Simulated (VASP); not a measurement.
Set up this calculation in VASP 6.6.1, as the native input.

```yaml
Task: single point
Functional: PBE
Dispersion: D3(BJ)
Potentials_or_basis: VASP PAW PBE potentials, release 64 (C, O, H)
Cutoff: 520 eV
k_mesh: 2 × 2 × 1
Occupations: fermi-dirac, width 0.05 eV
Spin: no spin polarisation
Dipole_correction: no
Further_INCAR_settings: LREAL = Auto; ALGO = Normal; EDIFF = 1e-07; NBANDS = 56
```

The structure of H2C18O lies in POSCAR:

```
H2C18O
1.0
    7.3980000000      0.0000000000      0.0000000000
   -3.6990000000      6.4068560000      0.0000000000
    0.0000000000      0.0000000000     13.0000000000
C O H
18 1 2
Direct
    0.0022661442     -0.0008947770      0.0600247358
    0.2247003934      0.1103589276      0.0601419547
    0.0030932589      0.3320864484      0.0602881980
    0.2239671291      0.4425222976      0.0603961513
    0.0017936534      0.6646539080      0.0600073053
    0.2251675648      0.7763045964      0.0601321991
    0.3365040726     -0.0012203227      0.0600628101
    0.5574205937      0.1092399710      0.0602281052
    0.3352941599      0.3314265440      0.0603883817
    0.5586181210      0.4430693401      0.0603351173
    0.3357584208      0.6658429269      0.0603853047
    0.5581429073      0.7770467469      0.0603396510
    0.6685903010     -0.0019965650      0.0602753268
    0.8918437940      0.1096550261      0.0602249744
    0.6690610041      0.3325657668      0.0602737160
    0.8913886803      0.4437075258      0.0602168575
    0.6697769875      0.6654214058      0.0602270248
    0.8906150636      0.7758316329      0.0599587024
    0.1309813087      0.8992997758      0.3130387328
    0.1833002157      1.0268539670      0.2733190855
    0.1894999261      0.8241939576      0.2781975655
```

The input as run:

INCAR

```
ALGO = Normal
EDIFF = 1E-7
ENCUT = 520
GGA = PE
ISIF = 2
ISMEAR = -1
IVDW = 12
LASPH = True
LCHARG = False
LREAL = Auto
LWAVE = False
NBANDS = 56
NELM = 80
PREC = Accurate
SIGMA = 0.05
```

KPOINTS

```
k-points
0
Gamma
  2 2 1
```

Potentials or basis: VASP PAW PBE potentials, release 64 (C, O, H).

The run is started by

```bash
$ cat potpaw_PBE.64/C/POTCAR potpaw_PBE.64/O/POTCAR potpaw_PBE.64/H/POTCAR > POTCAR
$ mpirun -np 1 vasp_std > vasp.out
```

Results of the run:

```json
{"Largest force": "0.120 eV/Å", "Band gap on the k mesh": "0.11 eV", "Dispersion energy per atom": "-0.082 eV"}
```

Caveat: the k points lie up to 0.49 Å⁻¹ apart; there is no dipole correction, which matters where the two faces differ.

It took 5.6 min on 1 thread of Oxide Virtual Turin-like Processor, on a shared host, peak memory 0.6 GiB.
